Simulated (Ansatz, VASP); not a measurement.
# Ca2Cd3FeP4 in VASP and in Ansatz

```
Cd Fe Ca P
1.0
     4.27700    0.00000    0.00000
    -2.13850    3.70399    0.00000
     0.00000    0.00000   14.06200
Cd Fe Ca P
3 1 2 4
Cartesian
  0.0000 2.4693 4.4780
  0.0000 2.4693 11.5090
  2.1385 1.2347 2.5530
  2.1385 1.2347 9.5840
  0.0000 0.0000 0.0000
  0.0000 0.0000 7.0310
  0.0000 2.4693 1.6910
  0.0000 2.4693 8.7220
  2.1385 1.2347 5.3400
  2.1385 1.2347 12.3710
```

Change from the starting cell: moments + scaled by 0.4, plain SCF.

Alike in both runs: task single point; functional LDA; k mesh 4 × 4 × 1; occupations fermi-dirac, width 0.02 eV; collinear spin; Hubbard terms Fe d U = 5.3 eV.

|  | VASP | Ansatz |
| --- | --- | --- |
| version | VASP 6.6.1 | Ansatz 0.2.0 |
| potentials or method | VASP PAW LDA potentials, release 64 (Cd, Fe, Ca_sv, P), cutoff 520 eV | PAW, plane waves, scalar-relativistic |
| valence electrons in the cell | 84 | 116 |

```csv
,VASP,Ansatz,Ansatz less VASP
pressure (GPa),-6.1,-6.3,-0.20
"traceless stress, the component that is largest in VASP (GPa)",-0.10,0.24,+0.349
rms of the force components (eV/Å),0.236,0.202,-0.0337
net moment per atom (μB),0.38,0.28,-0.098
size of the moment on the site where the two differ most (μB),3.59,2.87,-0.720
```

LDA's correlation is that of Perdew and Zunger in VASP and of Perdew and Wang (1992) in Ansatz. Site moments also hang on the region over which each program counts them. The programs project onto different local orbitals, so the same U acts differently, and such runs can settle in different states. Atom by atom the forces differ by 0.110 eV/Å (rms over components). VASP's potentials hold 84 valence electrons a cell and Ansatz's 116, so a difference there can come from the potentials and not from the codes. Ansatz's warnings: filled band counts differ across k points.

The k mesh is coarse, so the values compare programs but aren't converged.
